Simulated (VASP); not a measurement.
## Pt12C: single point with PBE

The system is Pt12C, a slab with vacuum.

```
CELL_PARAMETERS angstrom
5.61433 0.00000 0.00000
0.00000 5.61433 0.00000
0.00000 0.00000 19.35138
ATOMIC_POSITIONS crystal
Pt 0.25000 0.25000 0.20670
Pt 0.25000 0.75000 0.20670
Pt 0.75000 0.25000 0.20670
Pt 0.75000 0.75000 0.20670
Pt 0.00000 0.00000 0.30625
Pt 0.00000 0.50000 0.30625
Pt 0.50000 0.00000 0.30625
Pt 0.50000 0.50000 0.30625
Pt 0.25000 0.25000 0.40573
Pt 0.25000 0.75000 0.40573
Pt 0.75000 0.25000 0.40573
Pt 0.75000 0.75000 0.40573
C 0.25000 0.25000 0.49547
```

```
Program                : VASP 6.6.1
Task                   : single point
Functional             : PBE
Potentials or basis    : VASP PAW PBE potentials, release 64 (Pt, C)
Cutoff                 : 520 eV
k mesh                 : 5 × 5 × 1
Occupations            : gaussian, width 0.1 eV
Spin                   : no spin polarisation
Dipole correction      : yes
Further INCAR settings : ALGO = Normal; EDIFF = 1e-06; NBANDS = 74; NELMDL = -8
```

```yaml
Largest_force: 0.864 eV/Å
Band_gap_on_the_k_mesh: zero (bands 62 and 63 overlap by 0.39 eV)
```

Forces in eV/Å, atoms in the order of the input:
```
Pt   0.000  0.000 -0.031
Pt   0.000  0.000  0.055
Pt   0.000  0.000  0.055
Pt   0.000  0.000 -0.475
Pt  -0.045 -0.045 -0.173
Pt  -0.045  0.045 -0.173
Pt   0.045 -0.045 -0.173
Pt   0.045  0.045 -0.173
Pt   0.000  0.000  0.864
Pt   0.000  0.000 -0.113
Pt   0.000  0.000 -0.113
Pt   0.000  0.000  0.152
C    0.000  0.000  0.299
```

Levels at points of the mesh, in eV from the Fermi level:
```csv
k point,band 57,band 58,band 59,band 60,band 61,band 62,band 63,band 64,band 65,band 66
"(0.00, 0.00, 0.00)",-0.16,-0.06,0.05,0.10,0.10,0.24,0.24,0.33,0.56,0.88
```

It took 8.9 min on 1 thread of Oxide Virtual Turin-like Processor, on a shared host, peak memory 0.61 GiB.

Caveat: spin-orbit coupling is left out, which moves the levels of the heavy elements.
